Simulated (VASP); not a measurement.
# GaAs (F-43m) in VASP: a series of runs

The runs below take GaAs through single point, with PBE.

Everything below comes from runs of VASP 6.6.1. Logs are shortened: lines on timing, memory, paths and dates and some standing lists are left out, and cuts for length are marked.

### Step 1. The cell of the first run

It takes space group F-43m (No. 216, cubic). Conventional cell: a = 5.654 Å, b = 5.654 Å, c = 5.654 Å, α = 90.00°, β = 90.00°, γ = 90.00°. Ga (site symmetry -43m) has 4 As at 2.45 Å within 3.2 Å. As (site symmetry -43m) has 4 Ga at 2.45 Å within 3.2 Å.

### Step 2. Single point, PBE

The input, INCAR:

```
SYSTEM = GaAs
ALGO = Normal
EDIFF = 1E-6
ENCUT = 520
GGA = PE
ISIF = 2
ISMEAR = 0
LASPH = .TRUE.
LCHARG = .TRUE.
LELF = .TRUE.
LREAL = .FALSE.
LVHAR = .TRUE.
LWAVE = .FALSE.
NBANDS = 16
NELM = 100
PREC = Accurate
SIGMA = 0.05
```

The input, KPOINTS:

```
k-points
0
G
  10 10 10
  0 0 0
```

The input, POSCAR:

```
GaAs
1.0
    0.0000000000      2.8268500000      2.8268500000
    2.8268500000      0.0000000000      2.8268500000
    2.8268500000      2.8268500000      0.0000000000
Ga As
1 1
Direct
    0.0000000000      0.0000000000      0.0000000000
    0.7500000000      0.7500000000      0.7500000000
```

Potentials or basis: VASP PAW PBE potentials, release 64 (Ga_d, As).

The run is started by

```console
$ cat potpaw_PBE.64/Ga_d/POTCAR potpaw_PBE.64/As/POTCAR > POTCAR
$ mpirun -np 1 vasp_std > vasp.out
```

OUTCAR:

```text
SYSTEM = GaAs
   EDIFF = 1E-6
   ENCUT = 520
   GGA = PE
   ISIF = 2
   ISMEAR = 0
   LASPH = .TRUE.
   LREAL = .FALSE.
   NELM = 100
   PREC = Accurate

 ion  position               nearest neighbor table
   1  0.000  0.000  0.000-   2 2.45   2 2.45   2 2.45   2 2.45
   2  0.750  0.750  0.750-   1 2.45   1 2.45   1 2.45   1 2.45

  LATTYP: Found a face centered cubic cell.
 ALAT       =     5.6537000000

  Lattice vectors:

 A1 = (   0.0000000000,   2.8268500000,   2.8268500000)
 A2 = (   2.8268500000,   0.0000000000,   2.8268500000)
 A3 = (   2.8268500000,   2.8268500000,   0.0000000000)

Analysis of symmetry for initial positions (statically):
=====================================================================
 Subroutine PRICEL returns:
 Original cell was already a primitive cell.

 Routine SETGRP: Setting up the symmetry group for a
 face centered cubic supercell.

 Subroutine GETGRP returns: Found 24 space group operations
 (whereof 24 operations were pure point group operations)
 out of a pool of 48 trial point group operations.

The static configuration has the point symmetry T_d .

Analysis of symmetry for dynamics (positions and initial velocities):
=====================================================================
 Subroutine PRICEL returns:
 Original cell was already a primitive cell.

 Routine SETGRP: Setting up the symmetry group for a
 face centered cubic supercell.

 Subroutine GETGRP returns: Found 24 space group operations
 (whereof 24 operations were pure point group operations)
 out of a pool of 48 trial point group operations.

The dynamic configuration has the point symmetry T_d .

 Subroutine INISYM returns: Found 24 space group operations
 (whereof 24 operations are pure point group operations),
 and found     1 'primitive' translations

----------------------------------------------------------------------------------------

                                     Primitive cell

  volume of cell :      45.1792

  direct lattice vectors                    reciprocal lattice vectors
     0.000000000  2.826850000  2.826850000    -0.176875321  0.176875321  0.176875321
     2.826850000  0.000000000  2.826850000     0.176875321 -0.176875321  0.176875321
     2.826850000  2.826850000  0.000000000     0.176875321  0.176875321 -0.176875321

  length of vectors
     3.997769609  3.997769609  3.997769609     0.306357042  0.306357042  0.306357042

  position of ions in fractional coordinates (direct lattice)
     0.000000000  0.000000000  0.000000000
     0.750000000  0.750000000  0.750000000

  ion indices of the primitive-cell ions
   primitive index   ion index
                 1           1
                 2           2

----------------------------------------------------------------------------------------

 KPOINTS: k-points

Automatic generation of k-mesh.
 Grid dimensions read from file:
 generate k-points for:   10   10   10

 Generating k-lattice:

  Cartesian coordinates                     Fractional coordinates (reciprocal lattice)
    -0.017687532  0.017687532  0.017687532     0.100000000  0.000000000  0.000000000
     0.017687532 -0.017687532  0.017687532     0.000000000  0.100000000  0.000000000
     0.017687532  0.017687532 -0.017687532     0.000000000  0.000000000  0.100000000

  Length of vectors
     0.030635704  0.030635704  0.030635704

  Shift w.r.t. Gamma in fractional coordinates (k-lattice)
     0.000000000  0.000000000  0.000000000

 Subroutine IBZKPT returns following result:
 ===========================================

 Found     47 irreducible k-points:

 Following reciprocal coordinates:
            Coordinates               Weight
  0.000000  0.000000  0.000000      1.000000
  0.100000  0.000000  0.000000      8.000000
  0.200000  0.000000  0.000000      8.000000
  0.300000  0.000000  0.000000      8.000000
  0.400000  0.000000  0.000000      8.000000
  0.500000  0.000000  0.000000      4.000000
[... 16 lines left out ...]
  0.300000  0.300000  0.000000      6.000000
  0.400000  0.300000  0.000000     24.000000
 [... further k-points ...]
   k-points           NKPTS =     47   k-points in BZ     NKDIM =     47   number of bands    NBANDS=     16
   number of dos      NEDOS =    301   number of ions     NIONS =      2
   total plane-waves  NPLWV =  27000
   dimension x,y,z NGX =    30 NGY =   30 NGZ =   30
   dimension x,y,z NGXF=    60 NGYF=   60 NGZF=   60
   ions per type =               1   1
   NGX,Y,Z   is equivalent  to a cutoff of  12.48, 12.48, 12.48 a.u.
   NGXF,Y,Z  is equivalent  to a cutoff of  24.95, 24.95, 24.95 a.u.
 SYSTEM =  GaAs
   PREC   = accura    normal or accurate (medium, high low for compatibility)
   ISTART =      0    job   : 0-new  1-cont  2-samecut
   ICHARG =      2    charge: 1-file 2-atom 10-const
   ISPIN  =      1    spin polarized calculation?
   LNONCOLLINEAR =      F non collinear calculations
   LSORBIT =      F    spin-orbit coupling
   LASPH  =      T    aspherical Exc in radial PAW
   ENCUT  =  520.0 eV  38.22 Ry    6.18 a.u.   7.43  7.43  7.43*2*pi/ulx,y,z
   NELM   =    100;   NELMIN=  2; NELMDL= -5     # of ELM steps
   EDIFF  = 0.1E-05   stopping-criterion for ELM
   LREAL  =      F    real-space projection
   EDIFFG = 0.1E-04   stopping-criterion for IOM
   NSW    =      0    number of steps for IOM
   IBRION =     -1    ionic relax: 0-MD 1-quasi-New 2-CG
   NFREE  =      0    steps in history (QN), initial steepest desc. (CG)
   ISIF   =      2    stress and relaxation
   ISYM   =      2    0-nonsym 1-usesym 2-fastsym
   POTIM  = 0.5000    time-step for ionic-motion
   TEBEG  =    0.0;   TEEND  =   0.0 temperature during run
   PSTRESS=    0.0 pullay stress
   NELECT =      18.0000    total number of electrons
   NUPDOWN=      -1.0000    fix difference up-down
   EMIN   =  10.00;   EMAX   =-10.00  energy-range for DOS
   EFERMI =   0.00;   METHOD = LEGACY
   ISMEAR =     0;   SIGMA  =   0.05  broadening in eV -4-tet -1-fermi 0-gaus
   EFERMI_NEDOS =   21; number of points for ismear=-14 and -15
   IALGO  =     38    algorithm
   IMIX   =      4    mixing-type and parameters
     AMIX     =   0.40;   BMIX     =  1.00
     AMIX_MAG =   1.60;   BMIX_MAG =  1.00
  volume/ion in A,a.u.               =      22.59       152.44
  Fermi-wavevector in a.u.,A,eV,Ry     =   1.204628  2.276417 19.743799  1.451128
  Thomas-Fermi vector in A             =   2.340347
   LORBIT       =      0    0 simple, 1 ext, 2 COOP (PROOUT), +10 PAW based schemes
   GGA     = PE    functional components
   LHFCALC =     F    Hartree Fock is set to
   AEXX    =    0.0000 exact exchange contribution
   IVDW    =     0    specifies the selected vdW correction
   LEPSILON=     F    determine dielectric tensor
   LRPA    =     F    only Hartree local field effects (RPA)
 non-spin polarized calculation
 Gauss-broadening in eV      SIGMA  =   0.05
  energy-cutoff  :      520.00
  volume of cell :       45.18
 maximum number of plane-waves:      1243
 NGX is ok and might be reduce to    30
   NGX = 15   NGY = 15   NGZ = 15

 number of electron      17.9999995 magnetization

 Free energy of the ion-electron system (eV)
  ---------------------------------------------------
  ext. energy  EPLUGINS =         0.00000000
  ---------------------------------------------------
  free energy    TOTEN  =        -8.25086666 eV

  energy without entropy =       -8.25086666  energy(sigma->0) =       -8.25086666

 E-fermi :   4.1774     XC(G=0):  -9.5883

 val. band max:        3.9310688361   @ k =   0.0000   0.0000   0.0000
 cond. band min:       4.4516282084   @ k =   0.0000   0.0000   0.0000
 fundamental gap:      0.5205593724
 Fermi energy:         4.1774412196

 k-point     1 :       0.0000    0.0000    0.0000
  band No.  band energies     occupation
      1     -10.8753      2.00000
      2     -10.8753      2.00000
      3     -10.8753      2.00000
      4     -10.7961      2.00000
      5     -10.7961      2.00000
      6      -8.7944      2.00000
[... 8 lines left out ...]
     15      14.0542      0.00000
     16      14.0542      0.00000

 k-point     2 :       0.1000    0.0000    0.0000
  band No.  band energies     occupation
      1     -10.8842      2.00000
      2     -10.8729      2.00000
      3     -10.8729      2.00000
      4     -10.7962      2.00000
      5     -10.7962      2.00000
      6      -8.6769      2.00000
[... 8 lines left out ...]
     15      13.3840      0.00000
     16      13.3840      0.00000

 k-point     3 :       0.2000    0.0000    0.0000
  band No.  band energies     occupation
      1     -10.9058      2.00000
      2     -10.8672      2.00000
      3     -10.8672      2.00000
      4     -10.7961      2.00000
      5     -10.7961      2.00000
      6      -8.3392      2.00000
[... 8 lines left out ...]
     15      12.8918      0.00000
     16      13.0000      0.00000

 k-point     4 :       0.3000    0.0000    0.0000
  band No.  band energies     occupation
      1     -10.9301      2.00000
      2     -10.8611      2.00000
      3     -10.8611      2.00000
      4     -10.7951      2.00000
      5     -10.7951      2.00000
      6      -7.8336      2.00000
[... 8 lines left out ...]
     15      13.2673      0.00000
     16      13.2673      0.00000

 k-point     5 :       0.4000    0.0000    0.0000
  band No.  band energies     occupation
      1     -10.9482      2.00000
      2     -10.8572      2.00000
      3     -10.8572      2.00000
      4     -10.7932      2.00000
      5     -10.7932      2.00000
      6      -7.2943      2.00000
[... 8 lines left out ...]
     15      14.4872      0.00000
     16      14.4872      0.00000

 k-point     6 :       0.5000    0.0000    0.0000
  band No.  band energies     occupation
      1     -10.9548      2.00000
      2     -10.8559      2.00000
      3     -10.8559      2.00000
      4     -10.7922      2.00000
      5     -10.7922      2.00000
      6      -7.0297      2.00000
[... 8 lines left out ...]
     15      15.8003      0.00000
     16      15.8003      0.00000

 k-point     7 :       0.1000    0.1000    0.0000
  band No.  band energies     occupation
      1     -10.8894      2.00000
      2     -10.8708      2.00000
      3     -10.8708      2.00000
      4     -10.7979      2.00000
      5     -10.7948      2.00000
      6      -8.6378      2.00000
[... 8 lines left out ...]
     15      12.5534      0.00000
     16      14.2154      0.00000

 k-point     8 :       0.2000    0.1000    0.0000
  band No.  band energies     occupation
      1     -10.9068      2.00000
      2     -10.8661      2.00000
      3     -10.8650      2.00000
      4     -10.7996      2.00000
      5     -10.7937      2.00000
      6      -8.3732      2.00000
[... 8 lines left out ...]
     15      13.4403      0.00000
     16      13.9212      0.00000

 k-point     9 :       0.3000    0.1000    0.0000
  band No.  band energies     occupation
      1     -10.9284      2.00000
      2     -10.8609      2.00000
      3     -10.8586      2.00000
      4     -10.7999      2.00000
      5     -10.7925      2.00000
      6      -7.9200      2.00000
[... 8 lines left out ...]
     15      13.7388      0.00000
     16      14.0596      0.00000
[... 172 lines left out ...]
 k-point    19 :       0.5000    0.2000    0.0000
  band No.  band energies     occupation
      1     -10.9617      2.00000
      2     -10.8495      2.00000
      3     -10.8447      2.00000
      4     -10.8026      2.00000
      5     -10.7902      2.00000
      6      -6.8420      2.00000
[... 8 lines left out ...]
     15      15.8386      0.00000
     16      15.8576      0.00000

 k-point    20 :      -0.4000    0.2000    0.0000
  band No.  band energies     occupation
      1     -10.9611      2.00000
      2     -10.8505      2.00000
      3     -10.8461      2.00000
      4     -10.7985      2.00000
      5     -10.7936      2.00000
      6      -6.7673      2.00000
[... 8 lines left out ...]
     15      14.0106      0.00000
     16      15.5391      0.00000

 k-point    21 :      -0.3000    0.2000    0.0000
  band No.  band energies     occupation
      1     -10.9520      2.00000
      2     -10.8525      2.00000
      3     -10.8507      2.00000
      4     -10.7973      2.00000
      5     -10.7954      2.00000
      6      -7.1432      2.00000
[... 8 lines left out ...]
     15      14.1683      0.00000
     16      16.0492      0.00000

 k-point    22 :      -0.2000    0.2000    0.0000
  band No.  band energies     occupation
      1     -10.9369      2.00000
      2     -10.8577      2.00000
      3     -10.8559      2.00000
      4     -10.7991      2.00000
      5     -10.7941      2.00000
      6      -7.6595      2.00000
[... 8 lines left out ...]
     15      14.5512      0.00000
     16      15.2771      0.00000

 k-point    23 :       0.3000    0.3000    0.0000
  band No.  band energies     occupation
      1     -10.9547      2.00000
      2     -10.8437      2.00000
      3     -10.8437      2.00000
      4     -10.8118      2.00000
      5     -10.7877      2.00000
      6      -7.4983      2.00000
[... 8 lines left out ...]
     15      15.4885      0.00000
     16      16.4017      0.00000

 k-point    24 :       0.4000    0.3000    0.0000
  band No.  band energies     occupation
      1     -10.9669      2.00000
      2     -10.8392      2.00000
      3     -10.8377      2.00000
      4     -10.8137      2.00000
      5     -10.7865      2.00000
      6      -7.0588      2.00000
[... 8 lines left out ...]
     15      16.1929      0.00000
     16      16.7778      0.00000

 [... further k-points ...]

------------------------ aborting loop because EDIFF is reached ----------------------------------------

  FORCE on cell =-STRESS in cart. coord.  units (eV):
  Direction    XX          YY          ZZ          XY          YZ          ZX
  --------------------------------------------------------------------------------------
  -------------------------------------------------------------------------------------
  Total        0.9766290      0.9766290      0.9766290     -0.0000000      0.0000000      0.0000000
  in kB       34.6339406     34.6339406     34.6339406     -0.0000000      0.0000000      0.0000000
  external PRESSURE =      34.6339406 kB  Pullay stress =       0.0000000 kB

 VOLUME and BASIS-vectors are now :
 -----------------------------------------------------------------------------
  energy-cutoff  :      520.00
  volume of cell :       45.18
      direct lattice vectors                 reciprocal lattice vectors
     0.000000000  2.826850000  2.826850000    -0.176875321  0.176875321  0.176875321
     2.826850000  0.000000000  2.826850000     0.176875321 -0.176875321  0.176875321
     2.826850000  2.826850000  0.000000000     0.176875321  0.176875321 -0.176875321

 POSITION                                       TOTAL-FORCE (eV/Angst)
 -----------------------------------------------------------------------------------
      0.00000      0.00000      0.00000        -0.000000     -0.000000     -0.000000
      4.24027      4.24027      4.24027         0.000000      0.000000      0.000000
 -----------------------------------------------------------------------------------
    total drift:                               -0.000002     -0.000002     -0.000002

  FREE ENERGIE OF THE ION-ELECTRON SYSTEM (eV)
  ---------------------------------------------------
  free  energy   TOTEN  =        -8.2508666603 eV

  energy  without entropy=       -8.2508666603  energy(sigma->0) =       -8.25086666
```

It took 16 s on 1 thread of Intel Xeon 6975P-C (Granite Rapids), shared host; peak memory 0.19 GiB.

What came out:

```yaml
Free_energy: -8.2509 eV
Pressure: 3.5 GPa
Band_gap_on_the_k_mesh: 0.52 eV, direct
```

A k mesh can miss the band edges. As with any semilocal functional, this PBE gap is likely too small.

(Part 1 of 2 ends here.)
